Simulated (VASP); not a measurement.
SiB6: relaxation of cell and atoms with PBE

Crystal: SiB6.

```
CELL_PARAMETERS angstrom
4.13397 0.00000 0.00000
0.00000 4.13397 0.00000
0.00000 0.00000 4.13397
ATOMIC_POSITIONS crystal
Si 0.00000 0.00000 0.00000
B 0.20044 0.50000 0.50000
B 0.50000 0.20044 0.50000
B 0.79956 0.50000 0.50000
B 0.50000 0.79956 0.50000
B 0.50000 0.50000 0.20044
B 0.50000 0.50000 0.79956
```

* Program: VASP 6.6.1
* Task: relaxation of cell and atoms
* Functional: PBE
* Potentials or basis: VASP PAW PBE potentials, release 64 (Si, B)
* Cutoff: 600 eV
* k mesh: 8 × 8 × 8
* Occupations: gaussian, width 0.01 eV
* Spin: no spin polarisation
* Dipole correction: no
* Further INCAR settings: ALGO = Normal; EDIFF = 1e-07; IBRION = 2; EDIFFG = -0.01; NSW = 100; ISIF = 3

```json
{
 "Relaxed volume": "10.09 Å³/atom",
 "Relaxed cell": "a = 4.134 Å, b = 4.134 Å, c = 4.134 Å, α = 90.00°, β = 90.00°, γ = 90.00°",
 "Space group after relaxing (to 0.1 Å)": "Pm-3m (No. 221)",
 "Energy gained by relaxing": "0.0 meV/atom",
 "Ionic steps": "3",
 "Pressure after relaxing": "-0.1 GPa",
 "Band gap on the k mesh": "0.06 eV (least direct gap 0.67 eV)"
}
```

Forces in eV/Å, atoms in the order of the input:
```
Si   0.000  0.000  0.000
B    0.002  0.000  0.000
B    0.000  0.002  0.000
B   -0.002  0.000  0.000
B    0.000 -0.002  0.000
B    0.000  0.000  0.002
B    0.000  0.000 -0.002
```

The path:
| step | energy change (eV) | largest force (eV/Å) | pressure (GPa) | volume (Å³) |
| --- | --- | --- | --- | --- |
| 1 | 0.0000 | 0.0737 | -0.10 | 70.65 |
| 2 | 0.0009 | 0.1626 | -0.15 | 70.58 |
| 3 | -0.0003 | 0.0024 | -0.12 | 70.63 |

Final structure:
```
CELL_PARAMETERS angstrom
4.13354 0.00000 0.00000
0.00000 4.13354 0.00000
0.00000 0.00000 4.13354
ATOMIC_POSITIONS crystal
Si 0.00000 0.00000 0.00000
B 0.20016 0.50000 0.50000
B 0.50000 0.20016 0.50000
B 0.79984 0.50000 0.50000
B 0.50000 0.79984 0.50000
B 0.50000 0.50000 0.20016
B 0.50000 0.50000 0.79984
```

Levels at points of the mesh, in eV from the valence-band top:
```csv
k point,band 8,band 9,band 10,band 11,band 12,band 13,band 14,band 15
"(0.00, 0.00, 0.00)",-3.65,-0.22,-0.22,-0.22,1.15,1.15,1.15,2.78
"(0.50, 0.00, 0.00)",-3.34,-3.34,-1.91,0.00,0.67,1.59,2.42,2.42
"(0.50, 0.50, 0.00)",-2.57,-2.13,-1.69,-1.69,0.06,0.06,0.27,5.83
"(0.50, 0.50, 0.50)",-5.68,-1.29,-1.29,-1.29,3.07,3.07,3.07,5.82
```

It took 2.7 min on 1 thread of Intel Xeon 8259CL, with other jobs on the host, peak memory 0.21 GiB.

A k mesh can miss the band edges.
